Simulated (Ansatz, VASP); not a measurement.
## Two plane-wave programs on Ti

```
CELL_PARAMETERS angstrom
0.00000 2.03000 2.03000
2.03000 0.00000 2.03000
2.03000 2.03000 0.00000
ATOMIC_POSITIONS crystal
Ti 0.00000 0.00000 0.00000
```

Alike in both runs: task relaxation of cell and atoms; functional PBE0; k mesh 6 × 6 × 6; occupations fermi-dirac, width 0.05 eV; no spin polarisation.

|  | VASP | Ansatz |
| --- | --- | --- |
| version | VASP 6.6.1 | Ansatz 0.2.0 |
| potentials or method | VASP PAW PBE potentials, release 64 (Ti_sv) | Ansatz PAW |
| plane-wave cutoff (eV) | 600 | 420 |
| valence electrons in the cell | 12 | 12 |

|  | VASP | Ansatz | Ansatz less VASP |
| --- | --- | --- | --- |
| gap on the k mesh at the Fermi level, each at its own relaxed structure (eV) | none | none | - |
| relaxed volume (Å³/atom) | 17.13 | 17.22 | +0.087 |
| relaxed cell length with the largest relative difference (Å) | 2.894 | 2.898 | +0.0049 |

A gap of «none» marks a metal or a gap that the smearing closes.

The k mesh is coarse, so the values compare programs but aren't converged. Noted on Ansatz's run: the plane-wave basis is chosen anew once the cell has moved, so the energies of steps on either side of that aren't comparable.
